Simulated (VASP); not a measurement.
# Ti (P4/nmm) in VASP: notebook

The runs below take Ti through single point, with PBEsol.

All numbers are computed with VASP 6.6.1; they aren't measurements. Logs are shortened: lines on timing, memory, paths and dates and some standing lists are left out, and cuts for length are marked.

### Step 1. The cell of the first run

It takes space group P4/nmm (No. 129, tetragonal). Conventional cell: a = 3.210 Å, b = 3.210 Å, c = 3.210 Å, α = 90.00°, β = 90.00°, γ = 90.00°. Ti (site symmetry 4mm) has 14 Ti at 2.75 to 3.21 Å within 3.6 Å.

### Step 2. Single point, PBEsol (atoms displaced along a vibrational mode)

INCAR reads:

```
PREC = Accurate
ENCUT = 520
EDIFF = 1E-6
ISMEAR = 0
SIGMA = 0.15
LREAL = False
LASPH = True
NELM = 80
ALGO = Fast
ISIF = 2
LWAVE = False
LCHARG = True
GGA = PS
LELF = True
LVHAR = True
NBANDS = 19
```

KPOINTS reads:

```
Automatic mesh
0
Gamma
  18 18 18
```

POSCAR reads:

```
Ti
1.0
    0.0000000000     -3.2102321259      0.0000000000
   -3.2102321259      0.0000000000      0.0000000000
    0.0000000000      0.0000000000     -3.2102321259
Ti
2
Direct
    0.5000000000      0.5000000000      0.4922124012
    0.0000000000      0.0000000000      0.0077875988
```

Potentials or basis: VASP PAW PBE potentials, release 64 (Ti_sv).

Launch:

```bash
$ cat potpaw_PBE.64/Ti_sv/POTCAR > POTCAR
$ mpirun -np 1 vasp_std > vasp.out
```

OUTCAR:

```text
PREC = Accurate
   ENCUT = 520
   EDIFF = 1E-6
   ISMEAR = 0
   LREAL = False
   LASPH = True
   NELM = 80
   ISIF = 2
   GGA = PS

 ion  position               nearest neighbor table
   1  0.500  0.500  0.492-   2 2.75   2 2.75   2 2.75   2 2.75   2 2.81   2 2.81   2 2.81   2 2.81

   2  0.000  0.000  0.008-   1 2.75   1 2.75   1 2.75   1 2.75   1 2.81   1 2.81   1 2.81   1 2.81

  LATTYP: Found a simple cubic cell.
 ALAT       =     3.2102321259

  Lattice vectors:

 A1 = (   0.0000000000,  -3.2102321259,   0.0000000000)
 A2 = (  -3.2102321259,   0.0000000000,   0.0000000000)
 A3 = (   0.0000000000,   0.0000000000,  -3.2102321259)

Analysis of symmetry for initial positions (statically):
=====================================================================
 Subroutine PRICEL returns:
 Original cell was already a primitive cell.

 Routine SETGRP: Setting up the symmetry group for a
 simple cubic supercell.

 Subroutine GETGRP returns: Found 16 space group operations
 (whereof  8 operations were pure point group operations)
 out of a pool of 48 trial point group operations.

The static configuration has the point symmetry C_4v.
 The point group associated with its full space group is D_4h.

Analysis of symmetry for dynamics (positions and initial velocities):
=====================================================================
 Subroutine PRICEL returns:
 Original cell was already a primitive cell.

 Routine SETGRP: Setting up the symmetry group for a
 simple cubic supercell.

 Subroutine GETGRP returns: Found 16 space group operations
 (whereof  8 operations were pure point group operations)
 out of a pool of 48 trial point group operations.

The dynamic configuration has the point symmetry C_4v.
 The point group associated with its full space group is D_4h.

 Subroutine INISYM returns: Found 16 space group operations
 (whereof  8 operations are pure point group operations),
 and found     1 'primitive' translations

----------------------------------------------------------------------------------------

                                     Primitive cell

  volume of cell :      33.0833

  direct lattice vectors                    reciprocal lattice vectors
     0.000000000 -3.210232126  0.000000000     0.000000000 -0.311503954  0.000000000
    -3.210232126  0.000000000  0.000000000    -0.311503954  0.000000000  0.000000000
     0.000000000  0.000000000 -3.210232126     0.000000000  0.000000000 -0.311503954

  length of vectors
     3.210232126  3.210232126  3.210232126     0.311503954  0.311503954  0.311503954

  position of ions in fractional coordinates (direct lattice)
     0.500000000  0.500000000  0.492212401
     0.000000000  0.000000000  0.007787599

  ion indices of the primitive-cell ions
   primitive index   ion index
                 1           1
                 2           2

----------------------------------------------------------------------------------------

 KPOINTS: Automatic mesh

Automatic generation of k-mesh.
 Grid dimensions read from file:
 generate k-points for:   18   18   18

 Generating k-lattice:

  Cartesian coordinates                     Fractional coordinates (reciprocal lattice)
     0.000000000 -0.017305775  0.000000000     0.055555556  0.000000000  0.000000000
    -0.017305775  0.000000000  0.000000000     0.000000000  0.055555556  0.000000000
     0.000000000  0.000000000 -0.017305775     0.000000000  0.000000000  0.055555556

  Length of vectors
     0.017305775  0.017305775  0.017305775

  Shift w.r.t. Gamma in fractional coordinates (k-lattice)
     0.000000000  0.000000000  0.000000000

 Subroutine IBZKPT returns following result:
 ===========================================

 Found    550 irreducible k-points:

 Following reciprocal coordinates:
            Coordinates               Weight
  0.000000  0.000000  0.000000      1.000000
  0.055556  0.000000  0.000000      4.000000
  0.000000  0.000000  0.055556      2.000000
  0.111111  0.000000  0.000000      4.000000
  0.000000  0.000000  0.111111      2.000000
  0.166667  0.000000  0.000000      4.000000
[... 16 lines left out ...]
  0.000000  0.111111  0.055556      8.000000
  0.055556  0.000000  0.111111      8.000000
 [... further k-points ...]
   k-points           NKPTS =    550   k-points in BZ     NKDIM =    550   number of bands    NBANDS=     19
   number of dos      NEDOS =    301   number of ions     NIONS =      2
   total plane-waves  NPLWV =  13824
   dimension x,y,z NGX =    24 NGY =   24 NGZ =   24
   dimension x,y,z NGXF=    48 NGYF=   48 NGZF=   48
   ions per type =               2
   NGX,Y,Z   is equivalent  to a cutoff of  12.43, 12.43, 12.43 a.u.
   NGXF,Y,Z  is equivalent  to a cutoff of  24.86, 24.86, 24.86 a.u.
 SYSTEM =  unknown system
   PREC   = accura    normal or accurate (medium, high low for compatibility)
   ISTART =      0    job   : 0-new  1-cont  2-samecut
   ICHARG =      2    charge: 1-file 2-atom 10-const
   ISPIN  =      1    spin polarized calculation?
   LNONCOLLINEAR =      F non collinear calculations
   LSORBIT =      F    spin-orbit coupling
   LASPH  =      T    aspherical Exc in radial PAW
   ENCUT  =  520.0 eV  38.22 Ry    6.18 a.u.   5.97  5.97  5.97*2*pi/ulx,y,z
   NELM   =     80;   NELMIN=  2; NELMDL= -5     # of ELM steps
   EDIFF  = 0.1E-05   stopping-criterion for ELM
   LREAL  =      F    real-space projection
   EDIFFG = 0.1E-04   stopping-criterion for IOM
   NSW    =      0    number of steps for IOM
   IBRION =     -1    ionic relax: 0-MD 1-quasi-New 2-CG
   NFREE  =      0    steps in history (QN), initial steepest desc. (CG)
   ISIF   =      2    stress and relaxation
   ISYM   =      2    0-nonsym 1-usesym 2-fastsym
   POTIM  = 0.5000    time-step for ionic-motion
   TEBEG  =    0.0;   TEEND  =   0.0 temperature during run
   PSTRESS=    0.0 pullay stress
   NELECT =      24.0000    total number of electrons
   NUPDOWN=      -1.0000    fix difference up-down
   EMIN   =  10.00;   EMAX   =-10.00  energy-range for DOS
   EFERMI =   0.00;   METHOD = LEGACY
   ISMEAR =     0;   SIGMA  =   0.15  broadening in eV -4-tet -1-fermi 0-gaus
   EFERMI_NEDOS =   21; number of points for ismear=-14 and -15
   IALGO  =     68    algorithm
   IMIX   =      4    mixing-type and parameters
     AMIX     =   0.40;   BMIX     =  1.00
     AMIX_MAG =   1.60;   BMIX_MAG =  1.00
  volume/ion in A,a.u.               =      16.54       111.63
  Fermi-wavevector in a.u.,A,eV,Ry     =   1.470987  2.779762 29.440320  2.163802
  Thomas-Fermi vector in A             =   2.586177
   LORBIT       =      0    0 simple, 1 ext, 2 COOP (PROOUT), +10 PAW based schemes
   GGA     = PS    functional components
   LHFCALC =     F    Hartree Fock is set to
   AEXX    =    0.0000 exact exchange contribution
   IVDW    =     0    specifies the selected vdW correction
   LEPSILON=     F    determine dielectric tensor
   LRPA    =     F    only Hartree local field effects (RPA)
 non-spin polarized calculation
 RMM-DIIS sequential band-by-band and
 Gauss-broadening in eV      SIGMA  =   0.15
  energy-cutoff  :      520.00
  volume of cell :       33.08
 maximum number of plane-waves:       912
 NGX is ok and might be reduce to    24
   NGX = 11   NGY = 11   NGZ = 11

 number of electron      23.9999999 magnetization

 Free energy of the ion-electron system (eV)
  ---------------------------------------------------
  ext. energy  EPLUGINS =         0.00000000
  ---------------------------------------------------
  free energy    TOTEN  =       -16.48978801 eV

  energy without entropy =      -16.44155615  energy(sigma->0) =      -16.46567208

 E-fermi :   8.4683     XC(G=0): -11.8656

 val. band max:        8.4672641015   @ k =   0.2222   0.2222   0.2778
 cond. band min:       8.4693444906   @ k =   0.2222   0.0556   0.4444
 fundamental gap:      0.0020803891
 Fermi energy:         8.4683433858

 k-point     1 :       0.0000    0.0000    0.0000
  band No.  band energies     occupation
      1     -47.7314      2.00000
      2     -47.4536      2.00000
      3     -24.1648      2.00000
      4     -24.1648      2.00000
      5     -24.1618      2.00000
      6     -23.6195      2.00000
[... 11 lines left out ...]
     18      12.6461      0.00000
     19      12.6591      0.00000

 k-point     2 :       0.0556    0.0000    0.0000
  band No.  band energies     occupation
      1     -47.7289      2.00000
      2     -47.4553      2.00000
      3     -24.1652      2.00000
      4     -24.1604      2.00000
      5     -24.1575      2.00000
      6     -23.6265      2.00000
[... 11 lines left out ...]
     18      12.5463      0.00000
     19      12.6188      0.00000

 k-point     3 :       0.0000    0.0000    0.0556
  band No.  band energies     occupation
      1     -47.7290      2.00000
      2     -47.4553      2.00000
      3     -24.1622      2.00000
      4     -24.1604      2.00000
      5     -24.1604      2.00000
      6     -23.6284      2.00000
[... 11 lines left out ...]
     18      12.5337      0.00000
     19      12.6314      0.00000

 k-point     4 :       0.1111    0.0000    0.0000
  band No.  band energies     occupation
      1     -47.7217      2.00000
      2     -47.4605      2.00000
      3     -24.1661      2.00000
      4     -24.1473      2.00000
      5     -24.1447      2.00000
      6     -23.6525      2.00000
[... 11 lines left out ...]
     18      12.2560      0.00000
     19      12.5381      0.00000

 k-point     5 :       0.0000    0.0000    0.1111
  band No.  band energies     occupation
      1     -47.7218      2.00000
      2     -47.4604      2.00000
      3     -24.1630      2.00000
      4     -24.1475      2.00000
      5     -24.1475      2.00000
      6     -23.6544      2.00000
[... 11 lines left out ...]
     18      12.2401      0.00000
     19      12.5497      0.00000

 k-point     6 :       0.1667    0.0000    0.0000
  band No.  band energies     occupation
      1     -47.7099      2.00000
      2     -47.4692      2.00000
      3     -24.1664      2.00000
      4     -24.1261      2.00000
      5     -24.1240      2.00000
      6     -23.6932      2.00000
[... 11 lines left out ...]
     18      11.8820      0.00000
     19      12.4076      0.00000

 k-point     7 :       0.0000    0.0000    0.1667
  band No.  band energies     occupation
      1     -47.7102      2.00000
      2     -47.4689      2.00000
      3     -24.1632      2.00000
      4     -24.1266      2.00000
      5     -24.1266      2.00000
      6     -23.6953      2.00000
[... 11 lines left out ...]
     18      11.8499      0.00000
     19      12.4176      0.00000

 k-point     8 :       0.2222    0.0000    0.0000
  band No.  band energies     occupation
      1     -47.6942      2.00000
      2     -47.4811      2.00000
      3     -24.1641      2.00000
      4     -24.0974      2.00000
      5     -24.0961      2.00000
      6     -23.7454      2.00000
[... 256 lines left out ...]
 k-point    20 :       0.0556    0.0556    0.0000
  band No.  band energies     occupation
      1     -47.7265      2.00000
      2     -47.4570      2.00000
      3     -24.1726      2.00000
      4     -24.1532      2.00000
      5     -24.1491      2.00000
      6     -23.6429      2.00000
[... 11 lines left out ...]
     18      12.4345      0.00000
     19      12.6576      0.00000

 k-point    21 :       0.0000    0.0556    0.0556
  band No.  band energies     occupation
      1     -47.7265      2.00000
      2     -47.4570      2.00000
      3     -24.1712      2.00000
      4     -24.1561      2.00000
      5     -24.1476      2.00000
      6     -23.6437      2.00000
[... 11 lines left out ...]
     18      12.4267      0.00000
     19      12.6641      0.00000

 k-point    22 :       0.1111    0.0556    0.0000
  band No.  band energies     occupation
      1     -47.7194      2.00000
      2     -47.4622      2.00000
      3     -24.1791      2.00000
      4     -24.1406      2.00000
      5     -24.1308      2.00000
      6     -23.6745      2.00000
[... 11 lines left out ...]
     18      12.1436      0.00000
     19      12.6255      0.00000

 k-point    23 :       0.0000    0.1111    0.0556
  band No.  band energies     occupation
      1     -47.7194      2.00000
      2     -47.4621      2.00000
      3     -24.1781      2.00000
      4     -24.1432      2.00000
      5     -24.1292      2.00000
      6     -23.6749      2.00000
[... 11 lines left out ...]
     18      12.1487      0.00000
     19      12.6292      0.00000

 k-point    24 :       0.0556    0.0000    0.1111
  band No.  band energies     occupation
      1     -47.7195      2.00000
      2     -47.4620      2.00000
      3     -24.1772      2.00000
      4     -24.1434      2.00000
      5     -24.1300      2.00000
      6     -23.6755      2.00000
[... 11 lines left out ...]
     18      12.1375      0.00000
     19      12.6333      0.00000

 [... further k-points ...]

------------------------ aborting loop because EDIFF is reached ----------------------------------------

  FORCE on cell =-STRESS in cart. coord.  units (eV):
  Direction    XX          YY          ZZ          XY          YZ          ZX
  --------------------------------------------------------------------------------------
  -------------------------------------------------------------------------------------
  Total       -0.0440930     -0.0440930     -0.0584115      0.0000000      0.0000000      0.0000000
  in kB       -2.1353602     -2.1353602     -2.8287813      0.0000000      0.0000000      0.0000000
  external PRESSURE =      -2.3665006 kB  Pullay stress =       0.0000000 kB

 VOLUME and BASIS-vectors are now :
 -----------------------------------------------------------------------------
  energy-cutoff  :      520.00
  volume of cell :       33.08
      direct lattice vectors                 reciprocal lattice vectors
     0.000000000 -3.210232126  0.000000000     0.000000000 -0.311503954  0.000000000
    -3.210232126  0.000000000  0.000000000    -0.311503954  0.000000000  0.000000000
     0.000000000  0.000000000 -3.210232126     0.000000000  0.000000000 -0.311503954

 POSITION                                       TOTAL-FORCE (eV/Angst)
 -----------------------------------------------------------------------------------
     -1.60512     -1.60512     -1.58012         0.000000     -0.000000     -0.226267
      0.00000      0.00000     -0.02500        -0.000000      0.000000      0.226267
 -----------------------------------------------------------------------------------
    total drift:                                0.000000     -0.000000      0.000000

  FREE ENERGIE OF THE ION-ELECTRON SYSTEM (eV)
  ---------------------------------------------------
  free  energy   TOTEN  =       -16.4897880104 eV

  energy  without entropy=      -16.4415561510  energy(sigma->0) =      -16.46567208
```

Wall time 6.9 min (1 thread of Intel Xeon Platinum 8488C (Sapphire Rapids), shared host); peak memory 0.37 GiB.

Results:

```
Free energy            : -16.4898 eV
Pressure               : -0.2 GPa
Largest force          : 0.226 eV/Å
Band gap on the k mesh : zero (bands 12 and 13 overlap by 1.60 eV)
```

Forces on the atoms (eV/Å):
```
Ti   0.000  0.000 -0.226
Ti   0.000  0.000  0.226
```

Caveat: the cell differs from its parent crystal (atoms displaced along a vibrational mode); the PAW data sets were made with another functional, which shifts forces and pressure a little.

### Step 3. Single point, PBEsol (atoms displaced along a vibrational mode)

Edit INCAR of step 2 so:

```diff
@@ -2,3 +2,3 @@
 ENCUT = 520
-EDIFF = 1E-6
+EDIFF = 1E-7
 ISMEAR = 0
@@ -7,3 +7,3 @@
 LASPH = True
-NELM = 80
+NELM = 100
 ALGO = Fast
```

KPOINTS is that of step 2.

POSCAR reads:

```
Ti
1.0
    0.0000000000     -3.2102321259      0.0000000000
   -3.2102321259      0.0000000000      0.0000000000
    0.0000000000      0.0000000000     -3.2102321259
Ti
2
Direct
    0.5000000000      0.5000000000      0.4844248023
    0.0000000000      0.0000000000      0.0155751977
```

Potentials or basis: VASP PAW PBE potentials, release 64 (Ti_sv).

Launch:

```bash
$ cat potpaw_PBE.64/Ti_sv/POTCAR > POTCAR
$ mpirun -np 1 vasp_std > vasp.out
```

Run time: 13 min. Hardware: 1 thread of AMD EPYC 7R13 (Zen 3), shared host; peak memory 0.34 GiB.

It converged, with:

```
Free energy            : -16.4726 eV
Pressure               : 0.1 GPa
Largest force          : 0.464 eV/Å
Band gap on the k mesh : zero (bands 12 and 13 overlap by 1.58 eV)
```

Forces on the atoms (eV/Å):
```
Ti   0.000  0.000 -0.464
Ti   0.000  0.000  0.464
```

Stress tensor (GPa, compression positive):
```
 0.13  0.00  0.00
 0.00  0.13  0.00
 0.00  0.00 -0.11
```

Levels at points of the mesh, in eV from the Fermi level:
| k point | band 8 | band 9 | band 10 | band 11 | band 12 | band 13 | band 14 | band 15 | band 16 | band 17 |
| --- | --- | --- | --- | --- | --- | --- | --- | --- | --- | --- |
| (0.00, 0.00, 0.00) | -32.08 | -6.05 | -2.29 | -2.25 | 1.00 | 1.05 | 1.05 | 2.84 | 2.94 | 4.16 |
| (0.50, 0.00, 0.00) | -32.32 | -2.63 | -2.63 | -0.08 | -0.08 | 1.29 | 1.29 | 1.47 | 1.47 | 2.57 |
| (0.00, 0.00, 0.50) | -32.28 | -2.64 | -2.62 | -0.34 | 0.35 | 1.34 | 1.34 | 1.39 | 1.39 | 2.18 |
| (0.50, 0.50, 0.00) | -32.08 | -2.56 | -2.56 | -0.42 | -0.42 | 1.32 | 1.32 | 2.88 | 2.88 | 3.28 |
| (0.00, 0.50, 0.50) | -32.09 | -2.58 | -2.58 | -0.46 | -0.46 | 1.29 | 1.29 | 2.95 | 2.95 | 3.28 |
| (0.50, 0.50, 0.50) | -32.39 | -0.72 | -0.72 | -0.61 | -0.61 | -0.51 | -0.51 | 3.35 | 3.35 | 3.35 |

Caveat: the cell differs from its parent crystal (atoms displaced along a vibrational mode); the PAW data sets were made with another functional, which shifts forces and pressure a little.
